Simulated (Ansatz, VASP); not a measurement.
# One calculation of BN, two programs

```
CELL_PARAMETERS angstrom
-2.54397 0.00000 0.00000
-1.27198 -2.20314 0.00000
0.00000 0.00000 15.62323
ATOMIC_POSITIONS crystal
B 0.66667 0.66667 0.18512
B 0.66667 0.66667 0.45445
B 0.66667 0.66667 0.72377
B 0.33333 0.33333 0.05046
B 0.33333 0.33333 0.31978
B 0.33333 0.33333 0.58911
N 0.66667 0.66667 0.08423
N 0.66667 0.66667 0.35356
N 0.66667 0.66667 0.62288
N 0.33333 0.33333 0.75755
N 0.33333 0.33333 0.21889
N 0.33333 0.33333 0.48822
```

Alike in both runs: task single point; functional r2SCAN; k mesh 10 × 10 × 2; occupations gaussian, width 0.05 eV; no spin polarisation.

|  | VASP | Ansatz |
| --- | --- | --- |
| version | VASP 6.6.1 | Ansatz 0.2.0 |
| potentials or method | VASP PAW PBE potentials, release 64 (B, N), cutoff 520 eV | scalar-relativistic, plane waves, PAW |
| valence electrons in the cell | 48 | 48 |

VASP gave:

```
gap on the k mesh at the Fermi level (eV)                     : none
pressure (GPa)                                                : -2.0
traceless stress, the component that is largest in VASP (GPa) : 2.88
rms of the force components (eV/Å)                            : 0.824
```

Q: What did Ansatz give for the same quantities?

A: gap on the k mesh at the Fermi level (eV): none; pressure (GPa): -2.8; traceless stress, the component that is largest in VASP (GPa): 2.98; rms of the force components (eV/Å): 0.826.

VASP's potentials were made for PBE, not for r2SCAN. Atom by atom the forces differ by 0.010 eV/Å (rms over components). A gap of «none» marks a metal or a gap that the smearing closes. With one functional, cell and mesh, what is left measures potentials, basis and numerics.
